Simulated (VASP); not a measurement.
Write the native input for VASP 6.6.1 that does the following.

```
Task                   : single point
Functional             : PBE
Potentials or basis    : VASP PAW PBE potentials, release 64 (Sn_d, Te)
Cutoff                 : 520 eV
k mesh                 : 11 × 11 × 11
Occupations            : fermi-dirac, width 0.08 eV
Spin                   : no spin polarisation
Dipole correction      : no
Further INCAR settings : ALGO = Normal; EDIFF = 1e-06; NBANDS = 17
```

The structure of SnTe lies in POSCAR:

```
SnTe
1.0
    0.0000000000      3.1299735358      3.1299735358
    3.1299735358      0.0000000000      3.1299735358
    3.1299735358      3.1299735358      0.0000000000
Sn Te
1 1
Direct
    0.0000000000      0.0000000000      0.0000000000
    0.5000000000      0.5000000000      0.5000000000
```

This cell differs from its parent crystal: volume scaled by 0.975.

The input as run:

INCAR

```
PREC = Accurate
ENCUT = 520
EDIFF = 1E-6
ISMEAR = -1
SIGMA = 0.08
LREAL = False
LASPH = True
NELM = 80
ALGO = Normal
ISIF = 2
LWAVE = False
LCHARG = True
GGA = PE
LELF = True
LVHAR = True
NBANDS = 17
```

KPOINTS

```
Automatic mesh
0
Gamma
  11 11 11
```

Potentials or basis: VASP PAW PBE potentials, release 64 (Sn_d, Te).

The run is started by

```console
$ cat potpaw_PBE.64/Sn_d/POTCAR potpaw_PBE.64/Te/POTCAR > POTCAR
$ mpirun -np 1 vasp_std > vasp.out
```

Results of the run:

```json
{
 "Pressure": "3.3 GPa"
}
```

It took 21 s on 1 thread of Intel(R) Xeon(R) 6975P-C (Granite Rapids), on a shared host, peak memory 0.23 GiB.
